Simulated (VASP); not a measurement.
# BP (F-43m) in VASP: notebook, part 2 of 2

VASP 6.6.1. Earlier steps stand in the parts before.

### 3 Single point, PBE (volume scaled by 0.98)

INCAR reads:

```
SYSTEM = BP
ALGO = Normal
EDIFF = 1E-6
ENCUT = 520
GGA = PE
ISIF = 2
ISMEAR = -1
LASPH = .TRUE.
LCHARG = .TRUE.
LELF = .TRUE.
LREAL = .FALSE.
LVHAR = .TRUE.
LWAVE = .FALSE.
NBANDS = 11
NELM = 100
PREC = Accurate
SIGMA = 0.05
```

KPOINTS reads:

```
k-points
0
G
  15 15 15
  0 0 0
```

POSCAR reads:

```
BP
1.0
    0.0000000000      2.2537713532      2.2537713532
    2.2537713532      0.0000000000      2.2537713532
    2.2537713532      2.2537713532      0.0000000000
B P
1 1
Direct
    0.0000000000      0.0000000000      0.0000000000
    0.7500000000      0.7500000000      0.7500000000
```

Potentials or basis: VASP PAW PBE potentials, release 64 (B, P).

The run is started by

```sh
$ cat potpaw_PBE.64/B/POTCAR potpaw_PBE.64/P/POTCAR > POTCAR
$ mpirun -np 1 vasp_std > vasp.out
```

OUTCAR:

```text
SYSTEM = BP
   EDIFF = 1E-6
   ENCUT = 520
   GGA = PE
   ISIF = 2
   ISMEAR = -1
   LASPH = .TRUE.
   LREAL = .FALSE.
   NELM = 100
   PREC = Accurate

 ion  position               nearest neighbor table
   1  0.000  0.000  0.000-   2 1.95   2 1.95   2 1.95   2 1.95
   2  0.750  0.750  0.750-   1 1.95   1 1.95   1 1.95   1 1.95

  LATTYP: Found a face centered cubic cell.
 ALAT       =     4.5075427064

  Lattice vectors:

 A1 = (   0.0000000000,   2.2537713532,   2.2537713532)
 A2 = (   2.2537713532,   0.0000000000,   2.2537713532)
 A3 = (   2.2537713532,   2.2537713532,   0.0000000000)

Analysis of symmetry for initial positions (statically):
=====================================================================
 Subroutine PRICEL returns:
 Original cell was already a primitive cell.

 Routine SETGRP: Setting up the symmetry group for a
 face centered cubic supercell.

 Subroutine GETGRP returns: Found 24 space group operations
 (whereof 24 operations were pure point group operations)
 out of a pool of 48 trial point group operations.

The static configuration has the point symmetry T_d .

Analysis of symmetry for dynamics (positions and initial velocities):
=====================================================================
 Subroutine PRICEL returns:
 Original cell was already a primitive cell.

 Routine SETGRP: Setting up the symmetry group for a
 face centered cubic supercell.

 Subroutine GETGRP returns: Found 24 space group operations
 (whereof 24 operations were pure point group operations)
 out of a pool of 48 trial point group operations.

The dynamic configuration has the point symmetry T_d .

 Subroutine INISYM returns: Found 24 space group operations
 (whereof 24 operations are pure point group operations),
 and found     1 'primitive' translations

----------------------------------------------------------------------------------------

                                     Primitive cell

  volume of cell :      22.8960

  direct lattice vectors                    reciprocal lattice vectors
     0.000000000  2.253771353  2.253771353    -0.221850366  0.221850366  0.221850366
     2.253771353  0.000000000  2.253771353     0.221850366 -0.221850366  0.221850366
     2.253771353  2.253771353  0.000000000     0.221850366  0.221850366 -0.221850366

  length of vectors
     3.187314014  3.187314014  3.187314014     0.384256106  0.384256106  0.384256106

  position of ions in fractional coordinates (direct lattice)
     0.000000000  0.000000000  0.000000000
     0.750000000  0.750000000  0.750000000

  ion indices of the primitive-cell ions
   primitive index   ion index
                 1           1
                 2           2

----------------------------------------------------------------------------------------

 KPOINTS: k-points

Automatic generation of k-mesh.
 Grid dimensions read from file:
 generate k-points for:   15   15   15

 Generating k-lattice:

  Cartesian coordinates                     Fractional coordinates (reciprocal lattice)
    -0.014790024  0.014790024  0.014790024     0.066666667  0.000000000  0.000000000
     0.014790024 -0.014790024  0.014790024     0.000000000  0.066666667  0.000000000
     0.014790024  0.014790024 -0.014790024     0.000000000  0.000000000  0.066666667

  Length of vectors
     0.025617074  0.025617074  0.025617074

  Shift w.r.t. Gamma in fractional coordinates (k-lattice)
     0.000000000  0.000000000  0.000000000

 Subroutine IBZKPT returns following result:
 ===========================================

 Found    120 irreducible k-points:

 Following reciprocal coordinates:
            Coordinates               Weight
  0.000000  0.000000  0.000000      1.000000
  0.066667  0.000000  0.000000      8.000000
  0.133333  0.000000  0.000000      8.000000
  0.200000  0.000000  0.000000      8.000000
  0.266667  0.000000  0.000000      8.000000
  0.333333  0.000000  0.000000      8.000000
[... 16 lines left out ...]
  0.133333  0.133333  0.000000      6.000000
  0.200000  0.133333  0.000000     24.000000
 [... further k-points ...]
   k-points           NKPTS =    120   k-points in BZ     NKDIM =    120   number of bands    NBANDS=     11
   number of dos      NEDOS =    301   number of ions     NIONS =      2
   total plane-waves  NPLWV =  13824
   dimension x,y,z NGX =    24 NGY =   24 NGZ =   24
   dimension x,y,z NGXF=    48 NGYF=   48 NGZF=   48
   ions per type =               1   1
   NGX,Y,Z   is equivalent  to a cutoff of  12.52, 12.52, 12.52 a.u.
   NGXF,Y,Z  is equivalent  to a cutoff of  25.04, 25.04, 25.04 a.u.
 SYSTEM =  BP
   PREC   = accura    normal or accurate (medium, high low for compatibility)
   ISTART =      0    job   : 0-new  1-cont  2-samecut
   ICHARG =      2    charge: 1-file 2-atom 10-const
   ISPIN  =      1    spin polarized calculation?
   LNONCOLLINEAR =      F non collinear calculations
   LSORBIT =      F    spin-orbit coupling
   LASPH  =      T    aspherical Exc in radial PAW
   ENCUT  =  520.0 eV  38.22 Ry    6.18 a.u.   5.93  5.93  5.93*2*pi/ulx,y,z
   NELM   =    100;   NELMIN=  2; NELMDL= -5     # of ELM steps
   EDIFF  = 0.1E-05   stopping-criterion for ELM
   LREAL  =      F    real-space projection
   EDIFFG = 0.1E-04   stopping-criterion for IOM
   NSW    =      0    number of steps for IOM
   IBRION =     -1    ionic relax: 0-MD 1-quasi-New 2-CG
   NFREE  =      0    steps in history (QN), initial steepest desc. (CG)
   ISIF   =      2    stress and relaxation
   ISYM   =      2    0-nonsym 1-usesym 2-fastsym
   POTIM  = 0.5000    time-step for ionic-motion
   TEBEG  =    0.0;   TEEND  =   0.0 temperature during run
   PSTRESS=    0.0 pullay stress
   NELECT =       8.0000    total number of electrons
   NUPDOWN=      -1.0000    fix difference up-down
   EMIN   =  10.00;   EMAX   =-10.00  energy-range for DOS
   EFERMI =   0.00;   METHOD = LEGACY
   ISMEAR =    -1;   SIGMA  =   0.05  broadening in eV -4-tet -1-fermi 0-gaus
   EFERMI_NEDOS =   21; number of points for ismear=-14 and -15
   IALGO  =     38    algorithm
   IMIX   =      4    mixing-type and parameters
     AMIX     =   0.40;   BMIX     =  1.00
     AMIX_MAG =   1.60;   BMIX_MAG =  1.00
  volume/ion in A,a.u.               =      11.45        77.25
  Fermi-wavevector in a.u.,A,eV,Ry     =   1.153059  2.178966 18.089568  1.329546
  Thomas-Fermi vector in A             =   2.289706
   LORBIT       =      0    0 simple, 1 ext, 2 COOP (PROOUT), +10 PAW based schemes
   GGA     = PE    functional components
   LHFCALC =     F    Hartree Fock is set to
   AEXX    =    0.0000 exact exchange contribution
   IVDW    =     0    specifies the selected vdW correction
   LEPSILON=     F    determine dielectric tensor
   LRPA    =     F    only Hartree local field effects (RPA)
 non-spin polarized calculation
  energy-cutoff  :      520.00
  volume of cell :       22.90
 maximum number of plane-waves:       629
   NGX = 11   NGY = 11   NGZ = 11

 number of electron       8.0000001 magnetization

 Free energy of the ion-electron system (eV)
  ---------------------------------------------------
  ext. energy  EPLUGINS =         0.00000000
  ---------------------------------------------------
  free energy    TOTEN  =       -12.92298635 eV

  energy without entropy =      -12.92298632  energy(sigma->0) =      -12.92298633

 E-fermi :   8.2646     XC(G=0): -10.9945

 val. band max:        7.6733561245   @ k =   0.0000   0.0000   0.0000
 cond. band min:       8.8849334696   @ k =   0.4000   0.4000   0.0000
 fundamental gap:      1.2115773451
 Fermi energy:         8.2645906571

 k-point     1 :       0.0000    0.0000    0.0000
  band No.  band energies     occupation
      1      -7.9684      2.00000
      2       7.6734      1.99999
      3       7.6734      1.99999
      4       7.6734      1.99999
      5      11.1047      0.00000
      6      11.1047      0.00000
      7      11.1047      0.00000
      8      15.3573      0.00000
      9      19.3242      0.00000
     10      19.8602      0.00000
     11      19.8602      0.00000
[... 309 lines left out ...]
 k-point    24 :       0.2000    0.1333    0.0000
  band No.  band energies     occupation
      1      -7.2394      2.00000
      2       5.0325      2.00000
      3       5.9292      2.00000
      4       6.2901      2.00000
      5      10.4010      0.00000
      6      13.4112      0.00000
      7      13.5540      0.00000
      8      14.8529      0.00000
      9      18.6174      0.00000
     10      20.3582      0.00000
     11      21.4177      0.00000

 [... further k-points ...]
[... 5 lines left out ...]
  --------------------------------------------------------------------------------------
  -------------------------------------------------------------------------------------
  Total        0.6226858      0.6226858      0.6226858      0.0000000     -0.0000000      0.0000000
  in kB       43.5732544     43.5732544     43.5732544      0.0000000     -0.0000000      0.0000000
  external PRESSURE =      43.5732544 kB  Pullay stress =       0.0000000 kB

 VOLUME and BASIS-vectors are now :
 -----------------------------------------------------------------------------
  energy-cutoff  :      520.00
  volume of cell :       22.90
      direct lattice vectors                 reciprocal lattice vectors
     0.000000000  2.253771353  2.253771353    -0.221850366  0.221850366  0.221850366
     2.253771353  0.000000000  2.253771353     0.221850366 -0.221850366  0.221850366
     2.253771353  2.253771353  0.000000000     0.221850366  0.221850366 -0.221850366

 POSITION                                       TOTAL-FORCE (eV/Angst)
 -----------------------------------------------------------------------------------
      0.00000      0.00000      0.00000         0.000000      0.000000      0.000000
      3.38066      3.38066      3.38066        -0.000000     -0.000000     -0.000000
 -----------------------------------------------------------------------------------
    total drift:                               -0.000000     -0.000000     -0.000000

  FREE ENERGIE OF THE ION-ELECTRON SYSTEM (eV)
  ---------------------------------------------------
  free  energy   TOTEN  =       -12.9229863501 eV

  energy  without entropy=      -12.9229863185  energy(sigma->0) =      -12.92298633
```

Wall time 13 s (1 thread of Intel Xeon Platinum 8375C at 2.90GHz (Ice Lake), shared host); peak memory 0.15 GiB.

What came out:

* Free energy: -12.9230 eV
* Pressure: 4.4 GPa
* Band gap on the k mesh: 1.21 eV, indirect (least direct gap 3.43 eV)

 A k mesh can miss the band edges.

### 4 Single point, PBE (volume scaled by 1.01)

INCAR reads:

```
SYSTEM = BP
ALGO = Normal
EDIFF = 1E-7
ENCUT = 520
GGA = PE
ISIF = 2
ISMEAR = -1
LASPH = .TRUE.
LCHARG = .FALSE.
LREAL = .FALSE.
LWAVE = .FALSE.
NBANDS = 11
NELM = 60
PREC = Accurate
SIGMA = 0.05
```

KPOINTS is that of step 3.

POSCAR reads:

```
BP
1.0
    0.0000000000      2.2765382614      2.2765382614
    2.2765382614      0.0000000000      2.2765382614
    2.2765382614      2.2765382614      0.0000000000
B P
1 1
Direct
    0.0000000000      0.0000000000      0.0000000000
    0.7500000000      0.7500000000      0.7500000000
```

The run is started by

```sh
$ cat potpaw_PBE.64/B/POTCAR potpaw_PBE.64/P/POTCAR > POTCAR
$ mpirun -np 1 vasp_std > vasp.out
```

It took 14 s on 1 thread of Intel Xeon Platinum 8375C at 2.90GHz (Ice Lake), shared host; peak memory 0.15 GiB.

Results (log left out):

```yaml
Free_energy: -12.9310 eV
Pressure: -0.7 GPa
Band_gap_on_the_k_mesh: 1.25 eV, indirect (least direct gap 3.39 eV)
```

Levels at points of the mesh, in eV from the valence-band top:
| k point | band 2 | band 3 | band 4 | band 5 | band 6 | band 7 |
| --- | --- | --- | --- | --- | --- | --- |
| (0.00, 0.00, 0.00) | 0.00 | 0.00 | 0.00 | 3.39 | 3.39 | 3.39 |

### 5 Single point, PBE (volume scaled by 1.04)

INCAR reads:

```
PREC     = Accurate       # precision mode
ENCUT    = 520            # plane-wave cutoff, eV
EDIFF    = 1E-7           # SCF threshold, eV
ISMEAR   = -1             # smearing method
SIGMA    = 0.05           # smearing width, eV
LREAL    = F              # projectors in reciprocal space
LASPH    = T              # aspherical terms in the spheres
NELM     = 80             # most SCF steps
ALGO     = Normal         # electronic algorithm
ISIF     = 2              # what is computed and relaxed
LWAVE    = F              # write WAVECAR
LCHARG   = F              # write CHGCAR
GGA      = PE             # functional
NBANDS   = 11             # bands
```

KPOINTS reads:

```
Automatic mesh
0
Gamma
  15 15 15
```

POSCAR reads:

```
BP
1.0
    0.0000000000      2.2988586873      2.2988586873
    2.2988586873      0.0000000000      2.2988586873
    2.2988586873      2.2988586873      0.0000000000
B P
1 1
Direct
    0.0000000000      0.0000000000      0.0000000000
    0.7500000000      0.7500000000      0.7500000000
```

The run is started by

```sh
$ cat potpaw_PBE.64/B/POTCAR potpaw_PBE.64/P/POTCAR > POTCAR
$ mpirun -np 1 vasp_std > vasp.out
```

Run time: 14 s. Hardware: 1 thread of Intel Xeon Platinum 8375C at 2.90GHz (Ice Lake), shared host; peak memory 0.15 GiB.

The run converged. Its results:

```yaml
Free_energy: -12.9183 eV
Pressure: -5.1 GPa
Band_gap_on_the_k_mesh: 1.29 eV, indirect (least direct gap 3.35 eV)
```

Levels at points of the mesh, in eV from the valence-band top:
```csv
k point,band 1,band 2,band 3,band 4,band 5,band 6,band 7,band 8
"(0.00, 0.00, 0.00)",-15.11,0.00,0.00,0.00,3.35,3.35,3.35,6.78
```

 A k mesh can miss the band edges.

### 6 Overview

| cell | gap on the mesh (eV) | pressure (GPa) |
| --- | --- | --- |
| a = 3.143 Å, angles 60.0°, 2 atoms | 1.15 | 12.4 |
| a = 3.187 Å, angles 60.0°, 2 atoms | 1.21 | 4.4 |
| a = 3.220 Å, angles 60.0°, 2 atoms | 1.25 | -0.7 |
| a = 3.251 Å, angles 60.0°, 2 atoms | 1.29 | -5.1 |

Alike in all rows: task single point; level PBE; potentials or basis VASP PAW PBE potentials, release 64 (B, P); no spin polarisation; k mesh 15 × 15 × 15; cutoff (eV) 520; smearing fermi-dirac 0.05 eV.

Total energies depend on the potentials used, so only differences within one code and one set of settings carry meaning.
